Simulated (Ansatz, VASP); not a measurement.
**Two plane-wave programs on CdSe**

INCAR

```
SYSTEM = CdSe
PREC = Accurate
ENCUT = 520
EDIFF = 1E-6
ISMEAR = 0
SIGMA = 0.01
LREAL = .False.
LASPH = .True.
NELM = 60
ALGO = Normal
ISIF = 2
LWAVE = .False.
LCHARG = .False.
GGA = PE
NBANDS = 26
```

Contents of KPOINTS:

```
regular mesh
0
Gamma
  6 6 4
  0 0 0
```

POSCAR

```
CdSe
1.0
    4.3000000000      0.0000000000      0.0000000000
   -2.1500000000      3.7239092400      0.0000000000
    0.0000000000      0.0000000000      7.0200000000
Cd Se
2 2
Direct
    0.3333333333      0.6666666667      0.0000000000
    0.6666666667      0.3333333333      0.5000000000
    0.3333333333      0.6666666667      0.3850000000
    0.6666666667      0.3333333333      0.8850000000
```

Input for Ansatz:

```yaml
crystal:
  lattice:
    - [4.3, 0.0, 0.0]
    - [-2.15, 3.72390924, 0.0]
    - [0.0, 0.0, 7.02]
  atoms:
    - { symbol: Cd, position: [0.33333333333333337, 0.6666666666666667, 0.0] }
    - { symbol: Cd, position: [0.6666666666666666, 0.33333333333333337, 0.5] }
    - { symbol: Se, position: [0.33333333333333337, 0.6666666666666667, 0.38500000000000006] }
    - { symbol: Se, position: [0.6666666666666666, 0.33333333333333337, 0.885] }
basis:
  ecutwfc: 420.0
kpoints:
  mp_grid:
    grid: [6, 6, 4]
hamiltonian:
  xc: pbe
scf:
  occupations:
    method: fixed
output:
  eigenvalues: true
```

Alike in both runs: task single point; functional PBE; k mesh 6 × 6 × 4; no spin polarisation.

|  | VASP | Ansatz |
| --- | --- | --- |
| version | VASP 6.6.1 | Ansatz 0.2.0 |
| potentials or method | VASP PAW PBE potentials, release 64 (Cd, Se), cutoff 520 eV | plane waves, PAW |
| occupations | gaussian, width 0.01 eV | fixed |
| valence electrons in the cell | 36 | 72 |

```csv
,VASP,Ansatz,Ansatz less VASP
gap on the k mesh at the Fermi level (eV),0.70,0.70,0.000
```

VASP's potentials hold 36 valence electrons a cell and Ansatz's 72, so a difference there can come from the potentials and not from the codes.
